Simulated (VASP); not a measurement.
Input of a VASP 6.6.1 run:

The input INCAR:

```
ALGO = Normal ; DIPOL = 0.5 0.5 0.394
EDIFF = 1E-6 ; ENCUT = 520
GGA = PE ; IDIPOL = 3
ISIF = 2 ; ISMEAR = 0
LASPH = True ; LCHARG = False
LDIPOL = True ; LREAL = False
LWAVE = False ; NBANDS = 21
NELM = 80 ; PREC = Accurate
SIGMA = 0.1
```

File KPOINTS:

```
k-points
0
Gamma
  9 9 1
```

POSCAR

```
Si
1.0
    3.8677060746      0.0000000000      0.0000000000
    0.0000000000      3.8677060746      0.0000000000
    0.0000000000      0.0000000000     28.4681894710
Si
6
Direct
   -0.0634274797      0.5000000000      0.2794764700
   -0.2697055859      0.0000000000      0.3190185864
    0.2358185533      0.0000000000      0.3678730517
    0.2342575989      0.5000000000      0.4162289065
   -0.2655338488      0.5000000000      0.4641937619
   -0.2651037512      0.0000000000      0.5148269809
```

Potentials or basis: VASP PAW PBE potentials, release 64 (Si).

Command:

```console
$ cat potpaw_PBE.64/Si/POTCAR > POTCAR
$ mpirun -np 1 vasp_std > vasp.out
```

Question: Estimate the band gap on the k mesh.

Answer: Zero (bands 12 and 13 overlap by 0.74 eV).

Question: What does it give for the largest force?

Answer: 0.557 eV/Å.

Forces on the atoms (eV/Å):
```
Si  -0.065  0.000  0.086
Si   0.076  0.000 -0.146
Si  -0.061  0.000  0.109
Si   0.069  0.000  0.071
Si  -0.060  0.000  0.437
Si   0.041  0.000 -0.556
```
